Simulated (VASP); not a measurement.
Input of a VASP 6.6.1 run:

File POSCAR:

```
Bi
1.0
    4.3438311344      0.0000000000      0.0000000000
   -2.1719155672      3.7618681121      0.0000000000
    0.0000000000      0.0000000000      4.2169526165
Bi
2
Direct
    0.3333333333      0.6666666667      0.2500000000
    0.6666666667      0.3333333333      0.7500000000
```

INCAR.step1

```
SYSTEM = Bi
PREC = Accurate
ENCUT = 520
ISMEAR = 0
SIGMA = 0.1
LREAL = .False.
LASPH = .True.
NELM = 100
NBANDS = 22
GGA = PE
ALGO = Normal
EDIFF = 1E-4
LWAVE = .True.
LCHARG = .False.
```

File INCAR.step2:

```
SYSTEM = Bi
PREC = Accurate
ENCUT = 520
EDIFF = 1E-6
ISMEAR = 0
SIGMA = 0.1
LREAL = .False.
LASPH = .True.
NELM = 100
ALGO = Normal
ISIF = 2
LWAVE = .False.
LCHARG = .False.
METAGGA = R2SCAN
LMIXTAU = .True.
NBANDS = 22
ISTART = 1
```

File KPOINTS:

```
regular mesh
0
Gamma
  12 12 10
  0 0 0
```

Potentials or basis: VASP PAW PBE potentials, release 64 (Bi_d).

Run with:

```console
$ cat potpaw_PBE.64/Bi_d/POTCAR > POTCAR
$ cp INCAR.step1 INCAR
$ mpirun -np 1 vasp_std > vasp.out
$ cp INCAR.step2 INCAR
$ mpirun -np 1 vasp_std > vasp.out
```

What does it give for the pressure?

0.0 GPa.

Estimate the band gap on the k mesh.

zero (band 15 reaches 7.37 eV, above the bottom of band 16 at 4.64 eV).

Caveat: the PAW data sets were made with another functional, which shifts forces and pressure a little; spin-orbit coupling is left out, which moves the levels of the heavy elements.
